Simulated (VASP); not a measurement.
Input of a VASP 6.6.1 run:

File INCAR:

```
PREC = Accurate ; ENCUT = 520
EDIFF = 1E-6 ; ISMEAR = 0
SIGMA = 0.02 ; LREAL = F
LASPH = T ; NELM = 100
ALGO = Normal ; ISIF = 2
LWAVE = F ; LCHARG = F
GGA = PE ; IVDW = 12
ISYM = 0 ; NBANDS = 26
```

Contents of KPOINTS:

```
regular mesh
0
Gamma
  12 12 6
```

POSCAR

```
GaN
1.0
    3.2183708159      0.0000000000      0.0000000000
   -1.6091854080      2.7871908854      0.0000000000
    0.0000000000      0.0000000000      5.2431684095
Ga N
2 2
Direct
    0.6666666667      0.3333333333      0.4991348631
    0.3333333333      0.6666666667      0.9991348631
    0.6666666667      0.3333333333      0.8758651369
    0.3333333333      0.6666666667      0.3758651369
```

Potentials or basis: VASP PAW PBE potentials, release 64 (Ga_d, N).

Launch:

```console
$ cat potpaw_PBE.64/Ga_d/POTCAR potpaw_PBE.64/N/POTCAR > POTCAR
$ mpirun -np 1 vasp_std > vasp.out
```

What does it give for the dispersion energy per atom?

-0.247 eV.

Estimate the pressure.

-3.4 GPa.

What does it give for the band gap on the k mesh?

1.72 eV, direct.

Stress tensor (GPa, compression positive):
```
-3.39  0.00  0.00
 0.00 -3.39  0.00
 0.00  0.00 -3.31
```
